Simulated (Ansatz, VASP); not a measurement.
# One calculation of CuI, two programs

INCAR

```
PREC     = Accurate       # precision mode
ENCUT    = 520            # plane-wave cutoff, eV
EDIFF    = 1E-7           # SCF threshold, eV
ISMEAR   = 0              # smearing method
SIGMA    = 0.01           # smearing width, eV
LREAL    = False          # projectors in reciprocal space
LASPH    = True           # aspherical terms in the spheres
NELM     = 80             # most SCF steps
ALGO     = Normal         # electronic algorithm
ISIF     = 2              # what is computed and relaxed
LWAVE    = False          # write WAVECAR
LCHARG   = False          # write CHGCAR
IBRION   = 2              # ionic algorithm
NSW      = 100            # ionic steps
EDIFFG   = -0.002         # ionic threshold
```

Contents of KPOINTS:

```
regular mesh
0
Gamma
  4 4 4
```

POSCAR

```
CuI
1.0
    3.3237881580     -3.4548458178      0.0000000000
    3.3237881580      3.4548458178      0.0000000000
    0.0000000000      0.0000000000      4.2317496230
Cu I
2 2
Direct
    0.4149165983      0.5850834017      0.7500000000
    0.5850834017      0.4149165983      0.2500000000
    0.7838364990      0.2161635010      0.7500000000
    0.2161635010      0.7838364990      0.2500000000
```

Input for Ansatz:

```yaml
crystal:
  lattice:
    - [3.32378815797, -3.4548458178, 0.0]
    - [3.32378815797, 3.4548458178, 0.0]
    - [0.0, 0.0, 4.23174962304]
  atoms:
    - { symbol: Cu, position: [0.4149165983, 0.5850834017, 0.75] }
    - { symbol: Cu, position: [0.5850834017, 0.4149165983, 0.25] }
    - { symbol: I, position: [0.783836499024, 0.216163500976, 0.75] }
    - { symbol: I, position: [0.216163500976, 0.783836499024, 0.25] }
kpoints:
  mp_grid: { grid: [4, 4, 4] }
scf:
  occupations: { method: fixed }
hamiltonian:
  xc: lda
  pseudopotentials: { kind: paw }
relax:
  f_tol: 0.002
  max_steps: 80
output:
  forces: true
  stress: true
  write_density: true
  write_potential: true
  elf: true
  volumetric_format: npy
```

Change from the starting cell: volume scaled by 0.985, atoms relaxed by PAW.

Alike in both runs: task relaxation of the atoms; functional LDA; k mesh 4 × 4 × 4; no spin polarisation.

```csv
,VASP,Ansatz
version,VASP 6.6.1,Ansatz 0.2.0
potentials or method,"VASP PAW LDA potentials, release 64 (Cu, I)","PAW with Ansatz's default frozen-core files, scalar-relativistic"
plane-wave cutoff (eV),520,420
occupations,"gaussian, width 0.01 eV",fixed
valence electrons in the cell,36,72
```

```tsv
	VASP	Ansatz	Ansatz less VASP
gap on the k mesh at the Fermi level, each at its own relaxed structure (eV)	0.83	0.79	-0.033
```

LDA's correlation is that of Perdew and Zunger in VASP and of Perdew and Wang (1992) in Ansatz. VASP's potentials hold 36 valence electrons a cell and Ansatz's 72, so a difference there can come from the potentials and not from the codes. Ansatz's warnings: stress scf threshold loose.

Spin-orbit coupling is off throughout.
